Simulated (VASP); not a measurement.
**Te: single point with r2SCAN**

Crystal: Te.

```
CELL_PARAMETERS angstrom
2.29814 1.32683 1.81954
-2.29814 1.32683 1.81954
0.00000 -2.65367 1.81954
ATOMIC_POSITIONS crystal
Te 0.50000 0.50000 0.50000
```

```
Program                : VASP 6.6.1
Task                   : single point
Functional             : r2SCAN
Potentials or basis    : VASP PAW PBE potentials, release 64 (Te)
Cutoff                 : 520 eV
k mesh                 : 15 × 15 × 15
Occupations            : gaussian, width 0.1 eV
Spin                   : no spin polarisation
Dipole correction      : no
Further INCAR settings : ALGO = Normal; EDIFF = 1e-06; NBANDS = 9
```

```yaml
Pressure: -1.5 GPa
Band_gap_on_the_k_mesh: zero (bands 3 and 4 overlap by 5.47 eV)
```

Stress tensor (GPa, compression positive):
```
-1.58  0.00  0.00
 0.00 -1.58  0.00
 0.00  0.00 -1.45
```

Levels at points of the mesh, in eV from the Fermi level:
| k point | band 1 | band 2 | band 3 | band 4 | band 5 | band 6 |
| --- | --- | --- | --- | --- | --- | --- |
| (0.00, 0.00, 0.00) | -14.08 | 1.11 | 1.26 | 1.26 | 6.39 | 6.39 |

Run time: 2 min on 1 thread of AMD EPYC 9R45 96-Core Processor (Zen 5), on a shared host, peak memory 0.19 GiB.

Caveat: the PAW data sets were made with another functional, which shifts forces and pressure a little; spin-orbit coupling is left out, which moves the levels of the heavy elements.
